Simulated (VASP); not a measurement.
The system is CdTe.

```
Cd Te
1.0
     0.00000    3.14013    3.14013
     3.14013    0.00000    3.14013
     3.14013    3.14013    0.00000
Cd Te
1 1
Direct
  0.00000 0.00000 0.00000
  0.75000 0.75000 0.75000
```

Base run:

* Program: VASP 6.6.1
* Functional: PBE
* Dispersion: D3(BJ)
* Potentials or basis: VASP PAW PBE potentials, release 64 (Cd, Te)
* Cutoff: 520 eV
* k mesh: 9 × 9 × 9
* Occupations: fermi-dirac, width 0.08 eV
* Spin: no spin polarisation

Its results: band gap on the k mesh 1.07 eV, direct; pressure 6.0 GPa.

Question: The run is repeated on the same cell with these changes: dispersion from D3(BJ) to none; further incar settings from ALGO = Normal; EDIFF = 1e-08; NBANDS = 16 to ALGO = Normal; EDIFF = 1e-06; NBANDS = 16. What comes out?

Answer: Band gap on the k mesh 1.07 eV, direct; pressure 8.2 GPa.

Caveats: spin-orbit coupling is left out, which moves the levels of the heavy elements.

